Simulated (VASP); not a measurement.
Crystal: ZnAu.

```
Zn Au
1.0
     3.18670    0.00000    0.00000
     0.00000    3.18670    0.00000
     0.00000    0.00000    3.18670
Zn Au
1 1
Direct
  0.50000 0.50000 0.50000
  0.00000 0.00000 0.00000
```

| Item | Value |
| --- | --- |
| Program | VASP 6.6.1 |
| Task | relaxation of cell and atoms |
| Functional | PBE |
| Dispersion | D3(BJ) |
| Potentials or basis | VASP PAW PBE potentials, release 64 (Zn, Au) |
| Cutoff | 600 eV |
| k mesh | 14 × 14 × 14 |
| Occupations | gaussian, width 0.1 eV |
| Spin | no spin polarisation |

At the start: pressure -5.2 GPa; volume 16.18 Å³/atom.

**Question.** Where does the relaxation end?

**Answer.** Over 3 steps the energy falls by 12.0 meV/atom and the volume is 15.48 Å³/atom (-4.3 %); space group Pm-3m (No. 221, to 0.1 Å) before and after.

The path:
```tsv
step	energy change (eV)	largest force (eV/Å)	pressure (GPa)	volume (Å³)
1	0.0000	0.0000	-5.19	32.36
2	-0.0092	0.0000	5.11	29.97
3	-0.0240	0.0000	-0.04	30.96
```

Final structure:
```
Zn Au
1.0
     3.14008    0.00000    0.00000
     0.00000    3.14008    0.00000
     0.00000    0.00000    3.14008
Zn Au
1 1
Cartesian
  1.5700 1.5700 1.5700
  0.0000 0.0000 0.0000
```
